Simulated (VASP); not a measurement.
Rb, 1 atom in the cell. It takes space group Pmmm (No. 47, orthorhombic). Conventional cell: a = 4.468 Å, b = 4.600 Å, c = 4.757 Å, α = 90.00°, β = 90.00°, γ = 90.00°. Within 5.9 Å of Rb (site symmetry mmm) lie 6 Rb at 4.47 to 4.76 Å. The cell was generated, and may not be a known phase.

* Program: VASP 6.6.1
* Task: single point
* Functional: PBE
* Potentials or basis: VASP PAW PBE potentials, release 64 (Rb_sv)
* Cutoff: 520 eV
* k mesh: 4 × 4 × 4
* Occupations: gaussian, width 0.1 eV
* Spin: no spin polarisation
* Dipole correction: no
* Further INCAR settings: ALGO = Normal; EDIFF = 1e-06; NBANDS = 10

Potentials or basis: VASP PAW PBE potentials, release 64 (Rb_sv).

Launch:

```sh
$ cat potpaw_PBE.64/Rb_sv/POTCAR > POTCAR
$ mpirun -np 1 vasp_std > vasp.out
```

Hardware: 1 thread of Oxide Virtual Turin-like Processor, on a shared host.

**Question.** How long does it take, and how much memory?

**Answer.** Wall time 22 s on 1 thread of Oxide Virtual Turin-like Processor, on a shared host, peak memory 0.17 GiB. Counts: scf iterations 11, k points 27.
